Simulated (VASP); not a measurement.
# Cr (P1) in VASP: single point with PBEsol

Aim: the single point of Cr with PBEsol.

Program: VASP 6.6.1. These are calculated values, not measurements. Logs are shortened: lines on timing, memory, paths and dates and some standing lists are left out, and cuts for length are marked.

## (1) The cell of the first run

The typed cell holds 4 atoms: a = 5.428 Å, b = 2.714 Å, c = 4.410 Å, α = 90.00°, β = 90.00°, γ = 120.00°.

## (2) Single point, PBEsol, collinear spin, ferromagnetic start

The input, INCAR:

```
SYSTEM = Cr
ALGO     = Normal         ! electronic algorithm
EDIFF    = 1E-6           ! SCF threshold, eV
ENCUT    = 520            ! plane-wave cutoff, eV
GGA      = PS             ! functional
ISIF     = 2              ! what is computed and relaxed
ISMEAR   = -1             ! smearing method
ISPIN    = 2              ! spin polarisation
LASPH    = .True.         ! aspherical terms in the spheres
LCHARG   = .True.         ! write CHGCAR
LELF     = .True.         ! ELF
LMAXMIX  = 4              ! l up to which the mixer works
LORBIT   = 11             ! projections on sites
LREAL    = .False.        ! projectors in reciprocal space
LVHAR    = .True.       
LWAVE    = .False.        ! write WAVECAR
MAGMOM   = 3 3 3 3        ! initial moments
NBANDS   = 36             ! bands
NELM     = 150            ! most SCF steps
PREC     = Accurate       ! precision mode
SIGMA    = 0.08           ! smearing width, eV
```

The input, KPOINTS:

```
k-points
0
Gamma
  4 8 4
  0 0 0
```

The input, POSCAR:

```
Cr
1.0
    5.4280000000      0.0000000000      0.0000000000
   -1.3570000000      2.3503929459      0.0000000000
    0.0000000000      0.0000000000      4.4100000000
Cr
4
Direct
    0.1701956380      0.6632622867      0.2740807256
    0.6826603467      0.6589110994      0.2406106576
    0.3256136303      0.3448436149      0.7331702948
    0.8215306871      0.3329834704      0.7521383220
```

Potentials or basis: VASP PAW PBE potentials, release 64 (Cr_pv).

The run is started by

```console
$ cat potpaw_PBE.64/Cr_pv/POTCAR > POTCAR
$ mpirun -np 1 vasp_std > vasp.out
```

OUTCAR:

```text
SYSTEM = Cr
   EDIFF = 1E-6
   ENCUT = 520
   GGA = PS
   ISIF = 2
   ISMEAR = -1
   ISPIN = 2
   LASPH = .True.
   LORBIT = 11
   LREAL = .False.
   NELM = 150
   PREC = Accurate

 ion  position               nearest neighbor table
   1  0.170  0.663  0.274-   3 2.51   3 2.58   2 2.64   4 2.67   2 2.69   2 2.75   2 2.79   3 2.81
                             4 2.83   3 2.87
   2  0.683  0.659  0.241-   4 2.58   1 2.64   4 2.67   4 2.68   1 2.69   1 2.75   3 2.75   4 2.76
                             1 2.79   3 2.80
   3  0.326  0.345  0.733-   1 2.51   1 2.58   4 2.69   4 2.71   4 2.72   4 2.74   2 2.75   2 2.80
                             1 2.81   1 2.87
   4  0.822  0.333  0.752-   2 2.58   2 2.67   1 2.67   2 2.68   3 2.69   3 2.71   3 2.72   3 2.74
                             2 2.76   1 2.83

  Warning from LATTYP: Monoclinic adjustment (A1->A3, A2->A1, A3->A2)!
  LATTYP: Found a simple orthorhombic cell.
 ALAT       =     2.7140000000
 B/A-ratio  =     1.6249078850
 C/A-ratio  =     1.7320508076

  Lattice vectors:

 A1 = (  -1.3570000000,   2.3503929459,   0.0000000000)
 A2 = (   0.0000000000,   0.0000000000,   4.4100000000)
 A3 = (   4.0710000000,   2.3503929459,   0.0000000000)

Analysis of symmetry for initial positions (statically):
=====================================================================
 Subroutine PRICEL returns:
 Original cell was already a primitive cell.

 Routine SETGRP: Setting up the symmetry group for a
 simple orthorhombic supercell.

 Subroutine GETGRP returns: Found  1 space group operations
 (whereof  1 operations were pure point group operations)
 out of a pool of  8 trial point group operations.

The static configuration has the point symmetry C_1 .

Analysis of symmetry for dynamics (positions and initial velocities):
=====================================================================
 Subroutine PRICEL returns:
 Original cell was already a primitive cell.

 Routine SETGRP: Setting up the symmetry group for a
 simple orthorhombic supercell.

 Subroutine GETGRP returns: Found  1 space group operations
 (whereof  1 operations were pure point group operations)
 out of a pool of  8 trial point group operations.

The dynamic configuration has the point symmetry C_1 .

Analysis of structural, dynamic, and magnetic symmetry:
=====================================================================
 Subroutine PRICEL returns:
 Original cell was already a primitive cell.

 Routine SETGRP: Setting up the symmetry group for a
 simple orthorhombic supercell.

 Subroutine GETGRP returns: Found  1 space group operations
 (whereof  1 operations were pure point group operations)
 out of a pool of  8 trial point group operations.

The overall configuration has the point symmetry C_1 .

 Subroutine INISYM returns: Found  1 space group operations
 (whereof  1 operations are pure point group operations),
 and found     1 'primitive' translations

----------------------------------------------------------------------------------------

                                     Primitive cell

  volume of cell :      56.2625

  direct lattice vectors                    reciprocal lattice vectors
     5.428000000  0.000000000  0.000000000     0.184229919  0.106365193  0.000000000
    -1.357000000  2.350392946  0.000000000     0.000000000  0.425460773  0.000000000
     0.000000000  0.000000000  4.410000000     0.000000000  0.000000000  0.226757370

  length of vectors
     5.428000000  2.714000000  4.410000000     0.212730387  0.425460773  0.226757370

  position of ions in fractional coordinates (direct lattice)
     0.170195638  0.663262287  0.274080726
     0.682660347  0.658911099  0.240610658
     0.325613630  0.344843615  0.733170295
     0.821530687  0.332983470  0.752138322

  ion indices of the primitive-cell ions
   primitive index   ion index
                 1           1
                 2           2
                 3           3
                 4           4

----------------------------------------------------------------------------------------

 KPOINTS: k-points

Automatic generation of k-mesh.
 Grid dimensions read from file:
 generate k-points for:    4    8    4

 Generating k-lattice:

  Cartesian coordinates                     Fractional coordinates (reciprocal lattice)
     0.046057480  0.026591298  0.000000000     0.250000000  0.000000000  0.000000000
     0.000000000  0.053182597  0.000000000     0.000000000  0.125000000  0.000000000
     0.000000000  0.000000000  0.056689342     0.000000000  0.000000000  0.250000000

  Length of vectors
     0.053182597  0.053182597  0.056689342

  Shift w.r.t. Gamma in fractional coordinates (k-lattice)
     0.000000000  0.000000000  0.000000000

 Subroutine IBZKPT returns following result:
 ===========================================

 Found     68 irreducible k-points:

 Following reciprocal coordinates:
            Coordinates               Weight
  0.000000  0.000000  0.000000      1.000000
  0.250000 -0.000000  0.000000      2.000000
  0.500000 -0.000000  0.000000      1.000000
  0.000000  0.125000  0.000000      2.000000
 -0.250000  0.125000  0.000000      2.000000
  0.250000  0.125000  0.000000      2.000000
[... 16 lines left out ...]
  0.000000  0.125000  0.250000      2.000000
 -0.250000  0.125000 -0.250000      2.000000
 [... further k-points ...]
   k-points           NKPTS =     68   k-points in BZ     NKDIM =     68   number of bands    NBANDS=     36
   number of dos      NEDOS =    301   number of ions     NIONS =      4
   total plane-waves  NPLWV =  28800
   dimension x,y,z NGX =    40 NGY =   20 NGZ =   36
   dimension x,y,z NGXF=    80 NGYF=   40 NGZF=   72
   ions per type =               4
   NGX,Y,Z   is equivalent  to a cutoff of  12.25, 12.25, 13.57 a.u.
   NGXF,Y,Z  is equivalent  to a cutoff of  24.50, 24.50, 27.14 a.u.
 SYSTEM =  Cr
   PREC   = accura    normal or accurate (medium, high low for compatibility)
   ISTART =      0    job   : 0-new  1-cont  2-samecut
   ICHARG =      2    charge: 1-file 2-atom 10-const
   ISPIN  =      2    spin polarized calculation?
   LNONCOLLINEAR =      F non collinear calculations
   LSORBIT =      F    spin-orbit coupling
   LASPH  =      T    aspherical Exc in radial PAW
   ENCUT  =  520.0 eV  38.22 Ry    6.18 a.u.  10.09  5.05  8.20*2*pi/ulx,y,z
   NELM   =    150;   NELMIN=  2; NELMDL= -5     # of ELM steps
   EDIFF  = 0.1E-05   stopping-criterion for ELM
   LREAL  =      F    real-space projection
   EDIFFG = 0.1E-04   stopping-criterion for IOM
   NSW    =      0    number of steps for IOM
   IBRION =     -1    ionic relax: 0-MD 1-quasi-New 2-CG
   NFREE  =      0    steps in history (QN), initial steepest desc. (CG)
   ISIF   =      2    stress and relaxation
   ISYM   =      2    0-nonsym 1-usesym 2-fastsym
   POTIM  = 0.5000    time-step for ionic-motion
   TEBEG  =    0.0;   TEEND  =   0.0 temperature during run
   PSTRESS=    0.0 pullay stress
   NELECT =      48.0000    total number of electrons
   NUPDOWN=      -1.0000    fix difference up-down
   EMIN   =  10.00;   EMAX   =-10.00  energy-range for DOS
   EFERMI =   0.00;   METHOD = LEGACY
   ISMEAR =    -1;   SIGMA  =   0.08  broadening in eV -4-tet -1-fermi 0-gaus
   EFERMI_NEDOS =   21; number of points for ismear=-14 and -15
   IALGO  =     38    algorithm
   IMIX   =      4    mixing-type and parameters
     AMIX     =   0.40;   BMIX     =  1.00
     AMIX_MAG =   1.60;   BMIX_MAG =  1.00
  volume/ion in A,a.u.               =      14.07        94.92
  Fermi-wavevector in a.u.,A,eV,Ry     =   1.552681  2.934142 32.801180  2.410819
  Thomas-Fermi vector in A             =   2.657021
   LORBIT       =     11    0 simple, 1 ext, 2 COOP (PROOUT), +10 PAW based schemes
   GGA     = PS    functional components
   LHFCALC =     F    Hartree Fock is set to
   AEXX    =    0.0000 exact exchange contribution
   IVDW    =     0    specifies the selected vdW correction
   LEPSILON=     F    determine dielectric tensor
   LRPA    =     F    only Hartree local field effects (RPA)
 spin polarized calculation
  energy-cutoff  :      520.00
  volume of cell :       56.26
 maximum number of plane-waves:      1540
   NGX = 21   NGY = 11   NGZ = 17

 number of electron      48.0000000 magnetization      12.0000000

 number of electron      47.9999998 magnetization       2.1582542

 Free energy of the ion-electron system (eV)
  ---------------------------------------------------
  ext. energy  EPLUGINS =         0.00000000
  ---------------------------------------------------
  free energy    TOTEN  =       -37.87780665 eV

  energy without entropy =      -37.68280029  energy(sigma->0) =      -37.78030347

 E-fermi :   8.1259     XC(G=0): -12.6882

 val. band max:        8.1251218122   @ k =   0.2500   0.3750  -0.2500
 cond. band min:       8.1263473086   @ k =  -0.2500  -0.3750  -0.2500
 fundamental gap:      0.0012254964
 Fermi energy:         8.1258928088

 spin component 1

 k-point     1 :       0.0000    0.0000    0.0000
  band No.  band energies     occupation
      1     -35.0792      1.00000
      2     -35.0633      1.00000
      3     -34.9672      1.00000
      4     -34.8767      1.00000
      5     -34.7973      1.00000
      6     -34.6913      1.00000
[... 28 lines left out ...]
     35      11.0107      0.00000
     36      12.9973      0.00000
[... 866 lines left out ...]
      6     -34.7406      1.00000
[... 28 lines left out ...]
     35      10.9783      0.00000
     36      13.1543      0.00000

 [... further k-points ...]

 spin component 2

 k-point     1 :       0.0000    0.0000    0.0000
  band No.  band energies     occupation
      1     -34.5986      1.00000
      2     -34.5737      1.00000
      3     -34.4656      1.00000
      4     -34.4031      1.00000
      5     -34.2961      1.00000
      6     -34.1854      1.00000
[... 28 lines left out ...]
     35      11.3823      0.00000
     36      13.3331      0.00000
[... 866 lines left out ...]
      6     -34.2179      1.00000
[... 28 lines left out ...]
     35      11.3891      0.00000
     36      13.4800      0.00000

 [... further k-points ...]
[... 5 lines left out ...]
  --------------------------------------------------------------------------------------
  -------------------------------------------------------------------------------------
  Total      -11.9447130    -11.8113751    -10.3207472     -0.5273546      0.0217074     -0.1758558
  in kB     -340.1475898   -336.3505499   -293.9021885    -15.0173893      0.6181577     -5.0078167
  external PRESSURE =    -323.4667761 kB  Pullay stress =       0.0000000 kB

 VOLUME and BASIS-vectors are now :
 -----------------------------------------------------------------------------
  energy-cutoff  :      520.00
  volume of cell :       56.26
      direct lattice vectors                 reciprocal lattice vectors
     5.428000000  0.000000000  0.000000000     0.184229919  0.106365193  0.000000000
    -1.357000000  2.350392946  0.000000000     0.000000000  0.425460773  0.000000000
     0.000000000  0.000000000  4.410000000     0.000000000  0.000000000  0.226757370

 POSITION                                       TOTAL-FORCE (eV/Angst)
 -----------------------------------------------------------------------------------
      0.02378      1.55893      1.20870         0.226560      0.062624     -0.232690
      2.81134      1.54870      1.06109         0.098868     -0.029825     -0.187505
      1.29948      0.81052      3.23328        -0.210018     -0.002443      0.263966
      4.00741      0.78264      3.31693        -0.115410     -0.030356      0.156230
 -----------------------------------------------------------------------------------
    total drift:                                0.000006     -0.000008     -0.000044

  FREE ENERGIE OF THE ION-ELECTRON SYSTEM (eV)
  ---------------------------------------------------
  free  energy   TOTEN  =       -37.8778066487 eV

  energy  without entropy=      -37.6828002899  energy(sigma->0) =      -37.78030347

 total charge

# of ion       s       p       d       tot
------------------------------------------
    1        0.379   6.283   4.071  10.733
    2        0.377   6.281   4.061  10.719
    3        0.377   6.278   4.069  10.725
    4        0.378   6.284   4.063  10.726
--------------------------------------------------
tot          1.511  25.126  16.265  42.902

 magnetization (x)

# of ion       s       p       d       tot
------------------------------------------
    1        0.001   0.015   0.548   0.564
    2        0.001   0.015   0.542   0.558
    3       -0.001   0.012   0.319   0.330
    4        0.001   0.013   0.537   0.551
--------------------------------------------------
tot          0.002   0.055   1.945   2.002
```

Run time: 4.1 min. Hardware: 1 thread of Intel Xeon 6975P-C (Granite Rapids), shared host; peak memory 0.31 GiB.

Results:

| Item | Value |
| --- | --- |
| Free energy | -37.8778 eV |
| Pressure | -32.3 GPa |
| Largest force | 0.337 eV/Å |
| Net moment | 2.16 μB per cell |
| Site moments | Cr +0.56, +0.33, +0.55 (each value once) μB |
| Valence electrons inside the program's atomic spheres | Cr 10.73, 10.72 (each value once) |

Forces on the atoms (eV/Å):
```
Cr   0.227  0.063 -0.233
Cr   0.099 -0.030 -0.188
Cr  -0.210 -0.002  0.264
Cr  -0.115 -0.030  0.156
```

Stress tensor (GPa, compression positive):
```
-34.01  -1.50  -0.50
 -1.50 -33.64   0.06
 -0.50   0.06 -29.39
```

Caveat: the cell stands under tension; the PAW data sets were made with another functional, which shifts forces and pressure a little.
